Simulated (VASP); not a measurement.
# Te in VASP: single point with PBE

Aim: the single point of Te with PBE.

All numbers are computed with VASP 6.6.1; they aren't measurements. Logs are shortened: lines on timing, memory, paths and dates and some standing lists are left out, and cuts for length are marked.

**1. The cell of the first run**

The typed cell holds 4 atoms: a = 4.548 Å, b = 9.024 Å, c = 3.191 Å, α = 90.00°, β = 90.00°, γ = 90.00°.

**2. Single point, PBE**

The input, INCAR:

```
PREC     = Accurate       # precision mode
ENCUT    = 520            # plane-wave cutoff, eV
EDIFF    = 1E-6           # SCF threshold, eV
ISMEAR   = 0              # smearing method
SIGMA    = 0.1            # smearing width, eV
LREAL    = F              # projectors in reciprocal space
LASPH    = T              # aspherical terms in the spheres
NELM     = 60             # most SCF steps
ALGO     = Normal         # electronic algorithm
ISIF     = 2              # what is computed and relaxed
LWAVE    = F              # write WAVECAR
LCHARG   = F              # write CHGCAR
GGA      = PE             # functional
NBANDS   = 20             # bands
```

The input, KPOINTS:

```
Automatic mesh
0
Gamma
  8 6 14
```

The input, POSCAR:

```
Te
1.0
    4.5482451052      0.0000000000      0.0000000000
    0.0000000000      9.0236159058      0.0000000000
    0.0000000000      0.0000000000      3.1905223236
Te
4
Direct
    0.7512279733      0.1249706544     -0.0000694191
    0.7487720267      0.6249706544      1.0000694191
    0.2487720267      0.8750293456     -0.0000694191
    0.2512279733      0.3750293456      1.0000694191
```

Potentials or basis: VASP PAW PBE potentials, release 64 (Te).

Launch:

```
$ cat potpaw_PBE.64/Te/POTCAR > POTCAR
$ mpirun -np 1 vasp_std > vasp.out
```

OUTCAR:

```text
PREC = Accurate
   ENCUT = 520
   EDIFF = 1E-6
   ISMEAR = 0
   LREAL = F
   LASPH = T
   NELM = 60
   ISIF = 2
   GGA = PE

 ion  position               nearest neighbor table
   1  0.751  0.125  1.000-   3 3.19   4 3.20   4 3.20   3 3.21
   2  0.749  0.625  0.000-   4 3.19   3 3.20   3 3.20   4 3.21
   3  0.249  0.875  1.000-   1 3.19   2 3.20   2 3.20   1 3.21
   4  0.251  0.375  0.000-   2 3.19   1 3.20   1 3.20   2 3.21

  LATTYP: Found a simple orthorhombic cell.
 ALAT       =     3.1905223236
 B/A-ratio  =     1.4255487484
 C/A-ratio  =     2.8282566272

  Lattice vectors:

 A1 = (   0.0000000000,   0.0000000000,   3.1905223236)
 A2 = (   4.5482451052,   0.0000000000,   0.0000000000)
 A3 = (   0.0000000000,   9.0236159058,   0.0000000000)

Analysis of symmetry for initial positions (statically):
=====================================================================
 Subroutine PRICEL returns:
 Original cell was already a primitive cell.

 Routine SETGRP: Setting up the symmetry group for a
 simple orthorhombic supercell.

 Subroutine GETGRP returns: Found  4 space group operations
 (whereof  2 operations were pure point group operations)
 out of a pool of  8 trial point group operations.

The static configuration has the point symmetry C_2 .
 The point group associated with its full space group is D_2 .

Analysis of symmetry for dynamics (positions and initial velocities):
=====================================================================
 Subroutine PRICEL returns:
 Original cell was already a primitive cell.

 Routine SETGRP: Setting up the symmetry group for a
 simple orthorhombic supercell.

 Subroutine GETGRP returns: Found  4 space group operations
 (whereof  2 operations were pure point group operations)
 out of a pool of  8 trial point group operations.

The dynamic configuration has the point symmetry C_2 .
 The point group associated with its full space group is D_2 .

 Subroutine INISYM returns: Found  4 space group operations
 (whereof  2 operations are pure point group operations),
 and found     1 'primitive' translations

----------------------------------------------------------------------------------------

                                     Primitive cell

  volume of cell :     130.9442

  direct lattice vectors                    reciprocal lattice vectors
     4.548245105  0.000000000  0.000000000     0.219865020  0.000000000  0.000000000
     0.000000000  9.023615906  0.000000000     0.000000000  0.110820320  0.000000000
     0.000000000  0.000000000  3.190522324     0.000000000  0.000000000  0.313428304

  length of vectors
     4.548245105  9.023615906  3.190522324     0.219865020  0.110820320  0.313428304

  position of ions in fractional coordinates (direct lattice)
     0.751227973  0.124970654  0.999930581
     0.748772027  0.624970654  0.000069419
     0.248772027  0.875029346  0.999930581
     0.251227973  0.375029346  0.000069419

  ion indices of the primitive-cell ions
   primitive index   ion index
                 1           1
                 2           2
                 3           3
                 4           4

----------------------------------------------------------------------------------------

 KPOINTS: Automatic mesh

Automatic generation of k-mesh.
 Grid dimensions read from file:
 generate k-points for:    8    6   14

 Generating k-lattice:

  Cartesian coordinates                     Fractional coordinates (reciprocal lattice)
     0.027483127  0.000000000  0.000000000     0.125000000  0.000000000  0.000000000
     0.000000000  0.018470053  0.000000000     0.000000000  0.166666667  0.000000000
     0.000000000  0.000000000  0.022387736     0.000000000  0.000000000  0.071428571

  Length of vectors
     0.027483127  0.018470053  0.022387736

  Shift w.r.t. Gamma in fractional coordinates (k-lattice)
     0.000000000  0.000000000  0.000000000

 Subroutine IBZKPT returns following result:
 ===========================================

 Found    160 irreducible k-points:

 Following reciprocal coordinates:
            Coordinates               Weight
  0.000000  0.000000  0.000000      1.000000
  0.125000  0.000000  0.000000      2.000000
  0.250000  0.000000  0.000000      2.000000
  0.375000  0.000000  0.000000      2.000000
  0.500000  0.000000  0.000000      1.000000
  0.000000  0.166667  0.000000      2.000000
[... 16 lines left out ...]
  0.250000  0.000000  0.071429      4.000000
  0.375000  0.000000  0.071429      4.000000
 [... further k-points ...]
   k-points           NKPTS =    160   k-points in BZ     NKDIM =    160   number of bands    NBANDS=     20
   number of dos      NEDOS =    301   number of ions     NIONS =      4
   total plane-waves  NPLWV =  60480
   dimension x,y,z NGX =    36 NGY =   70 NGZ =   24
   dimension x,y,z NGXF=    72 NGYF=  140 NGZF=   48
   ions per type =               4
   NGX,Y,Z   is equivalent  to a cutoff of  13.16, 12.90, 12.51 a.u.
   NGXF,Y,Z  is equivalent  to a cutoff of  26.32, 25.79, 25.01 a.u.
 SYSTEM =  unknown system
   PREC   = accura    normal or accurate (medium, high low for compatibility)
   ISTART =      0    job   : 0-new  1-cont  2-samecut
   ICHARG =      2    charge: 1-file 2-atom 10-const
   ISPIN  =      1    spin polarized calculation?
   LNONCOLLINEAR =      F non collinear calculations
   LSORBIT =      F    spin-orbit coupling
   LASPH  =      T    aspherical Exc in radial PAW
   ENCUT  =  520.0 eV  38.22 Ry    6.18 a.u.   8.46 16.78  5.93*2*pi/ulx,y,z
   NELM   =     60;   NELMIN=  2; NELMDL= -5     # of ELM steps
   EDIFF  = 0.1E-05   stopping-criterion for ELM
   LREAL  =      F    real-space projection
   EDIFFG = 0.1E-04   stopping-criterion for IOM
   NSW    =      0    number of steps for IOM
   IBRION =     -1    ionic relax: 0-MD 1-quasi-New 2-CG
   NFREE  =      0    steps in history (QN), initial steepest desc. (CG)
   ISIF   =      2    stress and relaxation
   ISYM   =      2    0-nonsym 1-usesym 2-fastsym
   POTIM  = 0.5000    time-step for ionic-motion
   TEBEG  =    0.0;   TEEND  =   0.0 temperature during run
   PSTRESS=    0.0 pullay stress
   NELECT =      24.0000    total number of electrons
   NUPDOWN=      -1.0000    fix difference up-down
   EMIN   =  10.00;   EMAX   =-10.00  energy-range for DOS
   EFERMI =   0.00;   METHOD = LEGACY
   ISMEAR =     0;   SIGMA  =   0.10  broadening in eV -4-tet -1-fermi 0-gaus
   EFERMI_NEDOS =   21; number of points for ismear=-14 and -15
   IALGO  =     38    algorithm
   IMIX   =      4    mixing-type and parameters
     AMIX     =   0.40;   BMIX     =  1.00
     AMIX_MAG =   1.60;   BMIX_MAG =  1.00
  volume/ion in A,a.u.               =      32.74       220.91
  Fermi-wavevector in a.u.,A,eV,Ry     =   0.929929  1.757311 11.765884  0.864768
  Thomas-Fermi vector in A             =   2.056264
   LORBIT       =      0    0 simple, 1 ext, 2 COOP (PROOUT), +10 PAW based schemes
   GGA     = PE    functional components
   LHFCALC =     F    Hartree Fock is set to
   AEXX    =    0.0000 exact exchange contribution
   IVDW    =     0    specifies the selected vdW correction
   LEPSILON=     F    determine dielectric tensor
   LRPA    =     F    only Hartree local field effects (RPA)
 non-spin polarized calculation
 Gauss-broadening in eV      SIGMA  =   0.10
  energy-cutoff  :      520.00
  volume of cell :      130.94
 maximum number of plane-waves:      3560
 NGX is ok and might be reduce to    36
   NGX = 17   NGY = 33   NGZ = 11

 number of electron      24.0000002 magnetization

 Free energy of the ion-electron system (eV)
  ---------------------------------------------------
  ext. energy  EPLUGINS =         0.00000000
  ---------------------------------------------------
  free energy    TOTEN  =       -12.41118168 eV

  energy without entropy =      -12.39962308  energy(sigma->0) =      -12.40540238

 E-fermi :   6.4153     XC(G=0):  -9.2780

 val. band max:        6.4029726836   @ k =   0.2500   0.3333   0.1429
 cond. band min:       6.4196292887   @ k =   0.2500   0.1667   0.0714
 fundamental gap:      0.0166566051
 Fermi energy:         6.4152685566

 k-point     1 :       0.0000    0.0000    0.0000
  band No.  band energies     occupation
      1      -7.1743      2.00000
      2      -5.8010      2.00000
      3      -5.7984      2.00000
      4      -3.7468      2.00000
      5       1.9978      2.00000
      6       2.0731      2.00000
[... 12 lines left out ...]
     19      12.4773      0.00000
     20      12.9129      0.00000

 k-point     2 :       0.1250    0.0000    0.0000
  band No.  band energies     occupation
      1      -7.0838      2.00000
      2      -5.7585      2.00000
      3      -5.7560      2.00000
      4      -3.9551      2.00000
      5       2.1577      2.00000
      6       2.1915      2.00000
[... 12 lines left out ...]
     19      13.1320      0.00000
     20      13.4485      0.00000

 k-point     3 :       0.2500    0.0000    0.0000
  band No.  band energies     occupation
      1      -6.8159      2.00000
      2      -5.6500      2.00000
      3      -5.6479      2.00000
      4      -4.4836      2.00000
      5       1.4678      2.00000
      6       1.4697      2.00000
[... 12 lines left out ...]
     19      14.1680      0.00000
     20      14.1697      0.00000

 k-point     4 :       0.3750    0.0000    0.0000
  band No.  band energies     occupation
      1      -6.3835      2.00000
      2      -5.5320      2.00000
      3      -5.5303      2.00000
      4      -5.1500      2.00000
      5       0.7426      2.00000
      6       0.7437      2.00000
[... 12 lines left out ...]
     19      14.4017      0.00000
     20      14.4029      0.00000

 k-point     5 :       0.5000    0.0000    0.0000
  band No.  band energies     occupation
      1      -5.8128      2.00000
      2      -5.8128      2.00000
      3      -5.4783      2.00000
      4      -5.4783      2.00000
      5       0.4862      2.00000
      6       0.4862      2.00000
[... 12 lines left out ...]
     19      14.2323      0.00000
     20      14.2338      0.00000

 k-point     6 :       0.0000    0.1667    0.0000
  band No.  band energies     occupation
      1      -7.1335      2.00000
      2      -6.1968      2.00000
      3      -5.3625      2.00000
      4      -3.8395      2.00000
      5       2.0515      2.00000
      6       2.1356      2.00000
[... 12 lines left out ...]
     19      12.6044      0.00000
     20      12.7782      0.00000

 k-point     7 :       0.1250    0.1667    0.0000
  band No.  band energies     occupation
      1      -7.0439      2.00000
      2      -6.1356      2.00000
      3      -5.3476      2.00000
      4      -4.0268      2.00000
      5       1.8414      2.00000
      6       2.1134      2.00000
[... 12 lines left out ...]
     19      12.6324      0.00000
     20      12.9249      0.00000
[... 277 lines left out ...]
 k-point    20 :       0.5000    0.5000    0.0000
  band No.  band energies     occupation
      1      -5.6688      2.00000
      2      -5.6688      2.00000
      3      -5.6430      2.00000
      4      -5.6430      2.00000
      5       1.4798      2.00000
      6       1.4798      2.00000
[... 12 lines left out ...]
     19      14.1068      0.00000
     20      14.1068      0.00000

 k-point    21 :       0.0000    0.0000    0.0714
  band No.  band energies     occupation
      1      -7.1138      2.00000
      2      -5.7401      2.00000
      3      -5.7376      2.00000
      4      -3.6842      2.00000
      5       2.0533      2.00000
      6       2.1285      2.00000
[... 12 lines left out ...]
     19      12.7317      0.00000
     20      13.5470      0.00000

 k-point    22 :       0.1250    0.0000    0.0714
  band No.  band energies     occupation
      1      -7.0233      2.00000
      2      -5.6976      2.00000
      3      -5.6951      2.00000
      4      -3.8929      2.00000
      5       2.2139      2.00000
      6       2.2470      2.00000
[... 12 lines left out ...]
     19      13.3037      0.00000
     20      13.7164      0.00000

 k-point    23 :       0.2500    0.0000    0.0714
  band No.  band energies     occupation
      1      -6.7554      2.00000
      2      -5.5891      2.00000
      3      -5.5869      2.00000
      4      -4.4220      2.00000
      5       1.5261      2.00000
      6       1.5279      2.00000
[... 12 lines left out ...]
     19      14.3204      0.00000
     20      14.3214      0.00000

 k-point    24 :       0.3750    0.0000    0.0714
  band No.  band energies     occupation
      1      -6.3229      2.00000
      2      -5.4710      2.00000
      3      -5.4692      2.00000
      4      -5.0888      2.00000
      5       0.8009      2.00000
      6       0.8019      2.00000
[... 12 lines left out ...]
     19      14.8070      0.00000
     20      14.8367      0.00000

 [... further k-points ...]

------------------------ aborting loop because EDIFF is reached ----------------------------------------

  FORCE on cell =-STRESS in cart. coord.  units (eV):
  Direction    XX          YY          ZZ          XY          YZ          ZX
  --------------------------------------------------------------------------------------
  -------------------------------------------------------------------------------------
  Total       -0.0288304     -0.0116239     -0.0476206      0.0000000      0.0000000      0.0000000
  in kB       -0.3527570     -0.1422251     -0.5826649      0.0000000      0.0000000      0.0000000
  external PRESSURE =      -0.3592156 kB  Pullay stress =       0.0000000 kB

 VOLUME and BASIS-vectors are now :
 -----------------------------------------------------------------------------
  energy-cutoff  :      520.00
  volume of cell :      130.94
      direct lattice vectors                 reciprocal lattice vectors
     4.548245105  0.000000000  0.000000000     0.219865020  0.000000000  0.000000000
     0.000000000  9.023615906  0.000000000     0.000000000  0.110820320  0.000000000
     0.000000000  0.000000000  3.190522324     0.000000000  0.000000000  0.313428304

 POSITION                                       TOTAL-FORCE (eV/Angst)
 -----------------------------------------------------------------------------------
      3.41677      1.12769      3.19030        -0.000877      0.001823      0.000171
      3.40560      5.63950      0.00022         0.000877      0.001823     -0.000171
      1.13148      7.89593      3.19030         0.000877     -0.001823      0.000171
      1.14265      3.38412      0.00022        -0.000877     -0.001823     -0.000171
 -----------------------------------------------------------------------------------
    total drift:                               -0.000000     -0.000000     -0.000000

  FREE ENERGIE OF THE ION-ELECTRON SYSTEM (eV)
  ---------------------------------------------------
  free  energy   TOTEN  =       -12.4111816754 eV

  energy  without entropy=      -12.3996230828  energy(sigma->0) =      -12.40540238
```

Run time: 6.2 min. Hardware: 1 thread of Intel Xeon 8259CL, shared host; peak memory 0.45 GiB.

Results:

- Free energy: -12.4112 eV
- Pressure: 0.0 GPa
- Band gap on the k mesh: zero (bands 12 and 13 overlap by 3.94 eV)

Forces in eV/Å, atoms in the order of the input:
```
Te  -0.001  0.002  0.000
Te   0.001  0.002  0.000
Te   0.001 -0.002  0.000
Te  -0.001 -0.002  0.000
```

Caveat: spin-orbit coupling is left out, which moves the levels of the heavy elements.
